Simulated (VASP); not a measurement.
Input of a VASP 6.6.1 run:

The input INCAR:

```
PREC = Accurate
ENCUT = 520
EDIFF = 1E-6
ISMEAR = 0
SIGMA = 0.1
LREAL = F
LASPH = T
NELM = 80
ALGO = Normal
ISIF = 2
LWAVE = F
LCHARG = F
GGA = PS
NBANDS = 38
```

Contents of KPOINTS:

```
regular mesh
0
Gamma
  8 8 8
```

POSCAR

```
SiNi
1.0
    4.4679769699      0.0000000000      0.0000000000
    0.0000000000      4.4679769699      0.0000000000
    0.0000000000      0.0000000000      4.4679769699
Si Ni
4 4
Direct
    0.8464645197      0.8464645197      0.8464645197
    0.6535354803      0.1535354803      0.3464645197
    0.3464645197      0.6535354803      0.1535354803
    0.1535354803      0.3464645197      0.6535354803
    0.1489904748      0.1489904748      0.1489904748
    0.3510095252      0.8510095252      0.6489904748
    0.6489904748      0.3510095252      0.8510095252
    0.8510095252      0.6489904748      0.3510095252
```

Potentials or basis: VASP PAW PBE potentials, release 64 (Si, Ni).

Command:

```sh
$ cat potpaw_PBE.64/Si/POTCAR potpaw_PBE.64/Ni/POTCAR > POTCAR
$ mpirun -np 1 vasp_std > vasp.out
```

Predict the band gap on the k mesh.

zero (band 28 reaches 13.25 eV, above the bottom of band 29 at 12.02 eV).

What does it give for the largest force?

0.003 eV/Å.

Estimate the pressure.

0.2 GPa.

Forces in eV/Å, atoms in the order of the input:
```
Si   0.001  0.001  0.001
Si  -0.001 -0.001  0.001
Si   0.001 -0.001 -0.001
Si  -0.001  0.001 -0.001
Ni   0.002  0.002  0.002
Ni  -0.002 -0.002  0.002
Ni   0.002 -0.002 -0.002
Ni  -0.002  0.002 -0.002
```

Caveat: the PAW data sets were made with another functional, which shifts forces and pressure a little. Spin polarisation is off, so any magnetic state and its effect on volume and gap are missing.
